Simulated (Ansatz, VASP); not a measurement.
**ZnSe: VASP beside Ansatz**

The input INCAR:

```
ALGO     = Normal         # electronic algorithm
EDIFF    = 1E-6           # SCF threshold, eV
ENCUT    = 520            # plane-wave cutoff, eV
GGA      = PE             # functional
ISIF     = 2              # what is computed and relaxed
ISMEAR   = -1             # smearing method
LASPH    = True           # aspherical terms in the spheres
LCHARG   = False          # write CHGCAR
LREAL    = False          # projectors in reciprocal space
LWAVE    = False          # write WAVECAR
NBANDS   = 16             # bands
NELM     = 100            # most SCF steps
PREC     = Accurate       # precision mode
SIGMA    = 0.02           # smearing width, eV
```

The input KPOINTS:

```
k-points
0
Gamma
  5 5 5
```

File POSCAR:

```
ZnSe
1.0
    0.0000000000      2.8338000000      2.8338000000
    2.8338000000      0.0000000000      2.8338000000
    2.8338000000      2.8338000000      0.0000000000
Se Zn
1 1
Direct
    0.7500000000      0.7500000000      0.7500000000
    0.0000000000      0.0000000000      0.0000000000
```

Contents of input.yaml:

```yaml
crystal:
  lattice:
    - [0.0, 2.8338, 2.8338]
    - [2.8338, 0.0, 2.8338]
    - [2.8338, 2.8338, 0.0]
  atoms:
    - { symbol: Se, position: [0.75, 0.75, 0.75] }
    - { symbol: Zn, position: [0.0, 0.0, 0.0] }
kpoints:
  mp_grid: { grid: [5, 5, 5] }
scf:
  occupations: { method: fermi_dirac, width: 0.02 }
hamiltonian:
  xc: pbe
  pseudopotentials: { kind: all_electron, lapw: { basis_error: 0.004 } }
output:
  forces: true
  stress: true
  eigenvalues: true
```

Alike in both runs: task single point; functional PBE; k mesh 5 × 5 × 5; occupations fermi-dirac, width 0.02 eV; no spin polarisation.

|  | VASP | Ansatz |
| --- | --- | --- |
| version | VASP 6.6.1 | Ansatz 0.2.0 |
| potentials or method | VASP PAW PBE potentials, release 64 (Se, Zn), cutoff 520 eV | all-electron LAPW, scalar-relativistic |

Ansatz gave:

| Quantity | Value |
| --- | --- |
| gap on the k mesh at the Fermi level (eV) | 1.29 |
| least direct gap on the mesh (eV) | 1.29 |
| pressure (GPa) | 2.2 |

Task: Which values does VASP return?

Result: gap on the k mesh at the Fermi level (eV): 1.29; least direct gap on the mesh (eV): 1.29; pressure (GPa): 2.4.

Ansatz ran all-electron here, and VASP with PAW potentials.
